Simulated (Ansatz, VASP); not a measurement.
## C: VASP beside Ansatz

Contents of INCAR:

```
ALGO = Normal
EDIFF = 1E-6
ENCUT = 910
GGA = PE
GGA_COMPAT = False
ISIF = 2
ISMEAR = 0
LASPH = True
LCHARG = False
LREAL = False
LWAVE = False
NBANDS = 16
NELM = 120
PREC = Accurate
SIGMA = 0.1
```

File KPOINTS:

```
k-points
0
Gamma
  6 6 6
```

Contents of POSCAR:

```
C
1.0
   -1.8041718100      1.8041718100      1.8041718100
    1.8041718100     -1.8041718100      1.8041718100
    1.8041718100      1.8041718100     -1.8041718100
C
4
Direct
    0.8849067500      0.8849067500      0.8849067500
    0.5000000000      0.0000000000      0.6150932500
    0.0000000000      0.6150932500      0.5000000000
    0.6150932500      0.5000000000      0.0000000000
```

Input for Ansatz:

```yaml
crystal:
  lattice:
    - [-1.80417181, 1.80417181, 1.80417181]
    - [1.80417181, -1.80417181, 1.80417181]
    - [1.80417181, 1.80417181, -1.80417181]
  atoms:
    - { symbol: C, position: [0.88490675, 0.88490675, 0.88490675] }
    - { symbol: C, position: [0.5, 0.0, 0.61509325] }
    - { symbol: C, position: [0.0, 0.61509325, 0.5] }
    - { symbol: C, position: [0.61509325, 0.5, 0.0] }
basis:
  ecutwfc: 420
kpoints:
  mp_grid: { grid: [6, 6, 6] }
hamiltonian:
  xc: pbe
scf:
  occupations: { method: gaussian, width: 0.1 }
  lower_state_search: "off"
output:
  forces: true
  stress: true
  eigenvalues: true
```

Alike in both runs: task single point; functional PBE; k mesh 6 × 6 × 6; occupations gaussian, width 0.1 eV; no spin polarisation.

```csv
,VASP,Ansatz
version,VASP 6.6.1,Ansatz 0.2.0
potentials or method,"VASP PAW PBE potentials, release 64 (C_h), cutoff 910 eV","scalar-relativistic, plane waves, PAW"
valence electrons in the cell,16,16
```

|  | VASP | Ansatz | Ansatz less VASP |
| --- | --- | --- | --- |
| gap on the k mesh at the Fermi level (eV) | none | none | - |
| rms of the force components (eV/Å) | 0.056 | 0.056 | -0.0003 |

Atom by atom the forces differ by 0.000 eV/Å (rms over components). A gap of «none» marks a metal or a gap that the smearing closes.

The k mesh is coarse, so the values compare programs but aren't converged. Noted on VASP's run: the cutoff is short for stress, so the pressure is rough.
